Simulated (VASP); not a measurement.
Set up this calculation in VASP 6.6.1, as the native input.

| Property | Result |
| --- | --- |
| Task | single point |
| Functional | PBE |
| Potentials or basis | VASP PAW PBE potentials, release 64 (N, Al) |
| Cutoff | 520 eV |
| k mesh | 9 × 9 × 1 |
| Occupations | gaussian, width 0.05 eV |
| Spin | collinear spin |
| Starting moments | [0.0, 0.0, 0.0, 0.0, 3.0, 0.0, 0.0, 0.0, 0.0] μB |
| Dipole correction | yes |
| Further INCAR settings | ALGO = Normal; EDIFF = 1e-06; NBANDS = 32 |

The structure of Al4N5 lies in POSCAR:

```
Al4N5
1.0
    3.1297683445      0.0000000000      0.0000000000
   -1.5648841723      2.7104588943      0.0000000000
    0.0000000000      0.0000000000     25.0621509606
N Al
5 4
Direct
    0.3333333333      0.6666666667      0.1596032203
    0.6666666667      0.3333333333      0.2597004396
    0.3333333333      0.6666666667      0.3620561642
    0.6666666667      0.3333333333      0.4610505141
    0.5000000000      0.6666666667      0.5798445227
    0.6666666667      0.3333333333      0.1833176549
    0.3333333333      0.6666666667      0.2834148742
    0.6666666667      0.3333333333      0.3814237064
    0.3333333333      0.6666666667      0.4812895341
```

One way to write it, as run:

INCAR

```
ALGO = Normal
DIPOL = 0.5 0.5 0.350
EDIFF = 1E-6
ENCUT = 520
GGA = PE
IDIPOL = 3
ISIF = 2
ISMEAR = 0
ISPIN = 2
LASPH = True
LCHARG = False
LDIPOL = True
LORBIT = 11
LREAL = False
LWAVE = False
MAGMOM = 0 0 0 0 3 0 0 0 0
NBANDS = 32
NELM = 150
PREC = Accurate
SIGMA = 0.05
```

KPOINTS

```
k-points
0
Gamma
  9 9 1
```

Potentials or basis: VASP PAW PBE potentials, release 64 (N, Al).

The run is started by

```bash
$ cat potpaw_PBE.64/N/POTCAR potpaw_PBE.64/Al/POTCAR > POTCAR
$ mpirun -np 1 vasp_std > vasp.out
```

Results of the run:

```json
{"Largest force": "2.452 eV/Å", "Net moment": "2.38 μB per cell", "Site moments": "N -0.03, +0.00, +0.01, +1.59 (each value once); Al -0.00, +0.00, -0.01 (each value once) μB", "Valence electrons inside the program's atomic spheres": "N 3.70, 3.84, 3.86, 3.31 (each value once); Al 0.80, 0.79, 0.76 (each value once)"}
```

Wall time 17 min on 1 thread of AMD EPYC 9R45 (Zen 5) (shared host), peak memory 0.61 GiB.
